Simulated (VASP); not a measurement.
# Sn3TeW (P6/mmm) in VASP: further runs

Runs on Sn3TeW. Level: PBE. Tasks: single point, relaxation of cell and atoms.

All numbers are computed with VASP 6.6.1; they aren't measurements. Logs are shortened: lines on timing, memory, paths and dates and some standing lists are left out, and cuts for length are marked.

### Step 1. The cell of the first run

It takes space group P6/mmm (No. 191, hexagonal). The conventional cell has a = 5.922 Å, b = 5.922 Å, c = 5.390 Å, α = 90.00°, β = 90.00°, γ = 120.00°. Sn (site symmetry mmm) has 2 W at 2.96 Å and 4 Sn at 2.96 Å and 4 Te at 4.00 Å within 4.1 Å. Within 3.6 Å of Te (site symmetry 6/mmm) lie 2 W at 2.70 Å. Within 3.6 Å of W (site symmetry 6/mmm) lie 2 Te at 2.70 Å and 6 Sn at 2.96 Å.

The cell was built from a structure type or drawn by symmetry, and may not be a known phase.

### Step 2. Single point, PBE

The input, INCAR:

```
  ALGO = Normal
  EDIFF = 1E-6
  ENCUT = 520
  GGA = PE
  ISIF = 2
  ISMEAR = 0
  LASPH = True
  LCHARG = False
  LREAL = False
  LWAVE = False
  NBANDS = 39
  NELM = 60
  PREC = Accurate
  SIGMA = 0.1
```

The input, KPOINTS:

```
k-points
0
Gamma
  3 3 4
```

The input, POSCAR:

```
Sn3TeW
1.0
    5.9223810183      0.0000000000      0.0000000000
   -2.9611905092      5.1289324128      0.0000000000
    0.0000000000      0.0000000000      5.3904918266
Sn Te W
3 1 1
Direct
    0.5000000000      0.0000000000      0.5000000000
    0.0000000000      0.5000000000      0.5000000000
    0.5000000000      0.5000000000      0.5000000000
    0.0000000000      0.0000000000      0.0000000000
    0.0000000000      0.0000000000      0.5000000000
```

Potentials or basis: VASP PAW PBE potentials, release 64 (Sn_d, Te, W_sv).

On the command line:

```
$ cat potpaw_PBE.64/Sn_d/POTCAR potpaw_PBE.64/Te/POTCAR potpaw_PBE.64/W_sv/POTCAR > POTCAR
$ mpirun -np 1 vasp_std > vasp.out
```

OUTCAR:

```text
EDIFF = 1E-6
   ENCUT = 520
   GGA = PE
   ISIF = 2
   ISMEAR = 0
   LASPH = True
   LREAL = False
   NELM = 60
   PREC = Accurate

 ion  position               nearest neighbor table
   1  0.500  0.000  0.500-   5 2.96   5 2.96   2 2.96   2 2.96   3 2.96   3 2.96
   2  0.000  0.500  0.500-   3 2.96   3 2.96   1 2.96   1 2.96   5 2.96   5 2.96
   3  0.500  0.500  0.500-   2 2.96   2 2.96   5 2.96   5 2.96   1 2.96   1 2.96
   4  0.000  0.000  0.000-   5 2.70   5 2.70
   5  0.000  0.000  0.500-   4 2.70   4 2.70   1 2.96   1 2.96   3 2.96   3 2.96   2 2.96   2 2.96

  LATTYP: Found a hexagonal cell.
 ALAT       =     5.9223810183
 C/A-ratio  =     0.9101899743

  Lattice vectors:

 A1 = (   5.9223810183,   0.0000000000,   0.0000000000)
 A2 = (  -2.9611905092,   5.1289324128,   0.0000000000)
 A3 = (   0.0000000000,   0.0000000000,   5.3904918266)

Analysis of symmetry for initial positions (statically):
=====================================================================
 Subroutine PRICEL returns:
 Original cell was already a primitive cell.

 Routine SETGRP: Setting up the symmetry group for a
 hexagonal supercell.

 Subroutine GETGRP returns: Found 24 space group operations
 (whereof 24 operations were pure point group operations)
 out of a pool of 24 trial point group operations.

The static configuration has the point symmetry D_6h.

Analysis of symmetry for dynamics (positions and initial velocities):
=====================================================================
 Subroutine PRICEL returns:
 Original cell was already a primitive cell.

 Routine SETGRP: Setting up the symmetry group for a
 hexagonal supercell.

 Subroutine GETGRP returns: Found 24 space group operations
 (whereof 24 operations were pure point group operations)
 out of a pool of 24 trial point group operations.

The dynamic configuration has the point symmetry D_6h.

 Subroutine INISYM returns: Found 24 space group operations
 (whereof 24 operations are pure point group operations),
 and found     1 'primitive' translations

----------------------------------------------------------------------------------------

                                     Primitive cell

  volume of cell :     163.7388

  direct lattice vectors                    reciprocal lattice vectors
     5.922381018  0.000000000  0.000000000     0.168851007  0.097486174  0.000000000
    -2.961190509  5.128932413  0.000000000     0.000000000  0.194972349  0.000000000
     0.000000000  0.000000000  5.390491827     0.000000000  0.000000000  0.185511829

  length of vectors
     5.922381018  5.922381018  5.390491827     0.194972349  0.194972349  0.185511829

  position of ions in fractional coordinates (direct lattice)
     0.500000000  0.000000000  0.500000000
     0.000000000  0.500000000  0.500000000
     0.500000000  0.500000000  0.500000000
     0.000000000  0.000000000  0.000000000
     0.000000000  0.000000000  0.500000000

  ion indices of the primitive-cell ions
   primitive index   ion index
                 1           1
                 2           2
                 3           3
                 4           4
                 5           5

----------------------------------------------------------------------------------------

 KPOINTS: k-points

Automatic generation of k-mesh.
 Grid dimensions read from file:
 generate k-points for:    3    3    4

 Generating k-lattice:

  Cartesian coordinates                     Fractional coordinates (reciprocal lattice)
     0.056283669  0.032495391  0.000000000     0.333333333  0.000000000  0.000000000
     0.000000000  0.064990783  0.000000000     0.000000000  0.333333333  0.000000000
     0.000000000  0.000000000  0.046377957     0.000000000  0.000000000  0.250000000

  Length of vectors
     0.064990783  0.064990783  0.046377957

  Shift w.r.t. Gamma in fractional coordinates (k-lattice)
     0.000000000  0.000000000  0.000000000

 Subroutine IBZKPT returns following result:
 ===========================================

 Found      9 irreducible k-points:

 Following reciprocal coordinates:
            Coordinates               Weight
  0.000000  0.000000  0.000000      1.000000
  0.333333 -0.000000  0.000000      6.000000
  0.333333  0.333333  0.000000      2.000000
  0.000000  0.000000  0.250000      2.000000
  0.333333 -0.000000  0.250000     12.000000
  0.333333  0.333333  0.250000      4.000000
  0.000000  0.000000  0.500000      1.000000
  0.333333 -0.000000  0.500000      6.000000
  0.333333  0.333333  0.500000      2.000000
   k-points           NKPTS =      9   k-points in BZ     NKDIM =      9   number of bands    NBANDS=     39
   number of dos      NEDOS =    301   number of ions     NIONS =      5
   total plane-waves  NPLWV =  92160
   dimension x,y,z NGX =    48 NGY =   48 NGZ =   40
   dimension x,y,z NGXF=    96 NGYF=   96 NGZF=   80
   ions per type =               3   1   1
   NGX,Y,Z   is equivalent  to a cutoff of  13.47, 13.47, 12.34 a.u.
   NGXF,Y,Z  is equivalent  to a cutoff of  26.95, 26.95, 24.67 a.u.
 SYSTEM =  unknown system
   PREC   = accura    normal or accurate (medium, high low for compatibility)
   ISTART =      0    job   : 0-new  1-cont  2-samecut
   ICHARG =      2    charge: 1-file 2-atom 10-const
   ISPIN  =      1    spin polarized calculation?
   LNONCOLLINEAR =      F non collinear calculations
   LSORBIT =      F    spin-orbit coupling
   LASPH  =      T    aspherical Exc in radial PAW
   ENCUT  =  520.0 eV  38.22 Ry    6.18 a.u.  11.01 11.01 10.02*2*pi/ulx,y,z
   NELM   =     60;   NELMIN=  2; NELMDL= -5     # of ELM steps
   EDIFF  = 0.1E-05   stopping-criterion for ELM
   LREAL  =      F    real-space projection
   EDIFFG = 0.1E-04   stopping-criterion for IOM
   NSW    =      0    number of steps for IOM
   IBRION =     -1    ionic relax: 0-MD 1-quasi-New 2-CG
   NFREE  =      0    steps in history (QN), initial steepest desc. (CG)
   ISIF   =      2    stress and relaxation
   ISYM   =      2    0-nonsym 1-usesym 2-fastsym
   POTIM  = 0.5000    time-step for ionic-motion
   TEBEG  =    0.0;   TEEND  =   0.0 temperature during run
   PSTRESS=    0.0 pullay stress
   NELECT =      62.0000    total number of electrons
   NUPDOWN=      -1.0000    fix difference up-down
   EMIN   =  10.00;   EMAX   =-10.00  energy-range for DOS
   EFERMI =   0.00;   METHOD = LEGACY
   ISMEAR =     0;   SIGMA  =   0.10  broadening in eV -4-tet -1-fermi 0-gaus
   EFERMI_NEDOS =   21; number of points for ismear=-14 and -15
   IALGO  =     38    algorithm
   IMIX   =      4    mixing-type and parameters
     AMIX     =   0.40;   BMIX     =  1.00
     AMIX_MAG =   1.60;   BMIX_MAG =  1.00
  volume/ion in A,a.u.               =      32.75       220.99
  Fermi-wavevector in a.u.,A,eV,Ry     =   1.184372  2.238139 19.085398  1.402737
  Thomas-Fermi vector in A             =   2.320588
   LORBIT       =      0    0 simple, 1 ext, 2 COOP (PROOUT), +10 PAW based schemes
   GGA     = PE    functional components
   LHFCALC =     F    Hartree Fock is set to
   AEXX    =    0.0000 exact exchange contribution
   IVDW    =     0    specifies the selected vdW correction
   LEPSILON=     F    determine dielectric tensor
   LRPA    =     F    only Hartree local field effects (RPA)
 non-spin polarized calculation
 Gauss-broadening in eV      SIGMA  =   0.10
  energy-cutoff  :      520.00
  volume of cell :      163.74
 maximum number of plane-waves:      4467
 NGX is ok and might be reduce to    48
   NGX = 21   NGY = 21   NGZ = 21

 number of electron      62.0000029 magnetization

 Free energy of the ion-electron system (eV)
  ---------------------------------------------------
  ext. energy  EPLUGINS =         0.00000000
  ---------------------------------------------------
  free energy    TOTEN  =       -24.26600124 eV

  energy without entropy =      -24.24290030  energy(sigma->0) =      -24.25445077

 E-fermi :   5.8338     XC(G=0):  -9.0574

 val. band max:        5.8316644094   @ k =   0.0000   0.0000   0.2500
 cond. band min:       5.8479136207   @ k =   0.0000   0.0000   0.5000
 fundamental gap:      0.0162492112
 Fermi energy:         5.8337533172

 k-point     1 :       0.0000    0.0000    0.0000
  band No.  band energies     occupation
      1     -68.9254      2.00000
      2     -33.1212      2.00000
      3     -33.1212      2.00000
      4     -33.1182      2.00000
      5     -16.4457      2.00000
      6     -16.3291      2.00000
[... 31 lines left out ...]
     38       7.6619      0.00000
     39       9.1699      0.00000

 k-point     2 :       0.3333   -0.0000    0.0000
  band No.  band energies     occupation
      1     -68.9254      2.00000
      2     -33.1225      2.00000
      3     -33.1217      2.00000
      4     -33.1183      2.00000
      5     -16.3802      2.00000
      6     -16.2771      2.00000
[... 31 lines left out ...]
     38       8.9212      0.00000
     39       9.5106      0.00000

 k-point     3 :       0.3333    0.3333    0.0000
  band No.  band energies     occupation
      1     -68.9254      2.00000
      2     -33.1225      2.00000
      3     -33.1225      2.00000
      4     -33.1183      2.00000
      5     -16.2689      2.00000
      6     -16.2689      2.00000
[... 31 lines left out ...]
     38       9.8290      0.00000
     39       9.8793      0.00000

 k-point     4 :       0.0000    0.0000    0.2500
  band No.  band energies     occupation
      1     -68.9255      2.00000
      2     -33.1211      2.00000
      3     -33.1211      2.00000
      4     -33.1169      2.00000
      5     -16.4456      2.00000
      6     -16.3291      2.00000
[... 31 lines left out ...]
     38       8.5237      0.00000
     39      10.2856      0.00000
[... 124 lines left out ...]
     38       9.7561      0.00000
     39      11.1694      0.00000

 k-point     8 :       0.3333   -0.0000    0.5000
  band No.  band energies     occupation
      1     -68.9255      2.00000
      2     -33.1223      2.00000
      3     -33.1215      2.00000
      4     -33.1156      2.00000
      5     -16.3800      2.00000
      6     -16.2769      2.00000
[... 31 lines left out ...]
     38       9.3306      0.00000
     39      10.5473      0.00000

 k-point     9 :       0.3333    0.3333    0.5000
  band No.  band energies     occupation
      1     -68.9255      2.00000
      2     -33.1223      2.00000
      3     -33.1223      2.00000
      4     -33.1157      2.00000
      5     -16.2686      2.00000
      6     -16.2686      2.00000
[... 31 lines left out ...]
     38      10.5622      0.00000
     39      10.5622      0.00000

------------------------ aborting loop because EDIFF is reached ----------------------------------------

  FORCE on cell =-STRESS in cart. coord.  units (eV):
  Direction    XX          YY          ZZ          XY          YZ          ZX
  --------------------------------------------------------------------------------------
  -------------------------------------------------------------------------------------
  Total       -0.0915864     -0.0915864     -0.0491351      0.0000000      0.0000000      0.0000000
  in kB       -0.8961690     -0.8961690     -0.4807844      0.0000000      0.0000000      0.0000000
  external PRESSURE =      -0.7577075 kB  Pullay stress =       0.0000000 kB

 VOLUME and BASIS-vectors are now :
 -----------------------------------------------------------------------------
  energy-cutoff  :      520.00
  volume of cell :      163.74
      direct lattice vectors                 reciprocal lattice vectors
     5.922381018  0.000000000  0.000000000     0.168851007  0.097486174  0.000000000
    -2.961190509  5.128932413  0.000000000     0.000000000  0.194972349  0.000000000
     0.000000000  0.000000000  5.390491827     0.000000000  0.000000000  0.185511829

 POSITION                                       TOTAL-FORCE (eV/Angst)
 -----------------------------------------------------------------------------------
      2.96119      0.00000      2.69525         0.000000      0.000000      0.000000
     -1.48060      2.56447      2.69525         0.000000      0.000000      0.000000
      1.48060      2.56447      2.69525         0.000000      0.000000      0.000000
      0.00000      0.00000      0.00000        -0.000000      0.000000      0.000000
      0.00000      0.00000      2.69525         0.000000      0.000000      0.000000
 -----------------------------------------------------------------------------------
    total drift:                                0.000000     -0.000000     -0.000000

  FREE ENERGIE OF THE ION-ELECTRON SYSTEM (eV)
  ---------------------------------------------------
  free  energy   TOTEN  =       -24.2660012419 eV

  energy  without entropy=      -24.2429003039  energy(sigma->0) =      -24.25445077
```

It took 1.7 min on 1 thread of Intel Xeon 8259CL, shared host; peak memory 0.32 GiB.

Results:

```
Free energy            : -24.2660 eV
Pressure               : -0.1 GPa
Band gap on the k mesh : zero (bands 31 and 32 overlap by 0.80 eV)
```

Caveat: the k points lie up to 0.41 Å⁻¹ apart, too coarse for converged energies and pressures of a metal; spin-orbit coupling is left out, which moves the levels of the heavy elements.

### Step 3. Single point, PBE

This run uses another cell than the first one, of 26.67 Å³/atom.

The input, INCAR:

```
ALGO     = Normal         # electronic algorithm
EDIFF    = 1E-7           # SCF threshold, eV
ENCUT    = 520            # plane-wave cutoff, eV
GGA      = PE             # functional
ISIF     = 2              # what is computed and relaxed
ISMEAR   = 0              # smearing method
LASPH    = True           # aspherical terms in the spheres
LCHARG   = False          # write CHGCAR
LREAL    = False          # projectors in reciprocal space
LWAVE    = False          # write WAVECAR
NBANDS   = 39             # bands
NELM     = 80             # most SCF steps
PREC     = Accurate       # precision mode
SIGMA    = 0.1            # smearing width, eV
```

The input, KPOINTS:

```
k-points
0
Gamma
  6 6 2
```

Edit POSCAR of step 2 so:

```diff
@@ -2,5 +2,5 @@
 1.0
-    5.9223810183      0.0000000000      0.0000000000
-   -2.9611905092      5.1289324128      0.0000000000
-    0.0000000000      0.0000000000      5.3904918266
+    4.2904311100      0.0000000000      0.0000000000
+   -2.1452155500      3.7156223300      0.0000000000
+    0.0000000000      0.0000000000      8.3634990700
 Sn Te W
```

Potentials or basis: VASP PAW PBE potentials, release 64 (Sn_d, Te, W_sv).

On the command line:

```
$ cat potpaw_PBE.64/Sn_d/POTCAR potpaw_PBE.64/Te/POTCAR potpaw_PBE.64/W_sv/POTCAR > POTCAR
$ mpirun -np 1 vasp_std > vasp.out
```

Run time: 2.8 min. Hardware: 1 thread of Intel Xeon 8259CL, shared host; peak memory 0.28 GiB.

It converged, with:

```yaml
Free_energy: 18.2888 eV
Pressure: 149.5 GPa
Band_gap_on_the_k_mesh: zero (bands 31 and 32 overlap by 0.91 eV)
```

Stress tensor (GPa, compression positive):
```
227.52   0.00   0.00
  0.00 227.52   0.00
  0.00   0.00  -6.65
```

Levels at points of the mesh, in eV from the Fermi level:
| k point | band 27 | band 28 | band 29 | band 30 | band 31 | band 32 | band 33 | band 34 | band 35 | band 36 |
| --- | --- | --- | --- | --- | --- | --- | --- | --- | --- | --- |
| (0.00, 0.00, 0.00) | -1.60 | -1.04 | -0.45 | -0.45 | -0.40 | 0.67 | 0.67 | 3.40 | 3.40 | 4.72 |
| (0.50, 0.00, 0.00) | -1.95 | -1.93 | -1.89 | -0.33 | -0.08 | 0.07 | 1.49 | 2.55 | 5.43 | 5.47 |
| (0.00, 0.00, 0.50) | -1.60 | -1.60 | -0.47 | -0.47 | 0.69 | 0.69 | 0.82 | 3.39 | 3.39 | 4.93 |
| (0.50, 0.00, 0.50) | -1.95 | -1.83 | -1.54 | -1.39 | 0.09 | 0.79 | 1.51 | 2.73 | 4.04 | 5.05 |

Caveat: the k points lie up to 0.38 Å⁻¹ apart, too coarse for converged energies and pressures of a metal; spin-orbit coupling is left out, which moves the levels of the heavy elements.

[end of part 1 of 2]
